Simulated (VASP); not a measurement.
Here is a VASP 6.6.1 calculation.

Contents of INCAR:

```
SYSTEM = KMgF3
PREC = Accurate ; ENCUT = 520
EDIFF = 1E-7 ; ISMEAR = 0
SIGMA = 0.02 ; LREAL = .False.
LASPH = .True. ; NELM = 80
ALGO = Normal ; ISIF = 2
LWAVE = .False. ; LCHARG = .False.
GGA = PS ; NBANDS = 24
```

The input KPOINTS:

```
regular mesh
0
Gamma
  6 6 6
  0 0 0
```

POSCAR

```
KMgF3
1.0
    3.8673728861      0.0000000000      0.0000000000
    0.0000000000      3.8673728861      0.0000000000
    0.0000000000      0.0000000000      3.8673728861
K Mg F
1 1 3
Direct
    0.5000000000      0.5000000000      0.5000000000
    0.0000000000      0.0000000000      0.0000000000
    0.5000000000      0.0000000000      0.0000000000
    0.0000000000      0.5000000000      0.0000000000
    0.0000000000      0.0000000000      0.5000000000
```

Potentials or basis: VASP PAW PBE potentials, release 64 (K_sv, Mg, F).

Launch:

```bash
$ cat potpaw_PBE.64/K_sv/POTCAR potpaw_PBE.64/Mg/POTCAR potpaw_PBE.64/F/POTCAR > POTCAR
$ mpirun -np 1 vasp_std > vasp.out
```

(1) Predict the pressure.

(2) Estimate the band gap on the k mesh.

Results:

(1) 8.2 GPa.

(2) 7.83 eV, indirect (least direct gap 8.15 eV).

Caveat: the PAW data sets were made with another functional, which shifts forces and pressure a little.
